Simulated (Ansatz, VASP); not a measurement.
## N in VASP and in Ansatz

```
N
1.0
     0.00000    1.53402    1.53402
     1.53402    0.00000    1.53402
     1.53402    1.53402    0.00000
N
1
Cartesian
  0.0000 0.0000 0.0000
```

Change from the starting cell: volume scaled by 0.95.

Alike in both runs: task single point; functional PBE; k mesh 20 × 20 × 20; occupations fermi-dirac, width 0.05 eV; no spin polarisation.

```csv
,VASP,Ansatz
version,VASP 6.6.1,Ansatz 0.2.0
potentials or method,"VASP PAW PBE potentials, release 64 (N), cutoff 520 eV","all-electron LAPW, scalar-relativistic"
```

|  | VASP | Ansatz | Ansatz less VASP |
| --- | --- | --- | --- |
| pressure (GPa) | 9.7 | 9.9 | +0.26 |

Ansatz ran all-electron here, and VASP with PAW potentials.
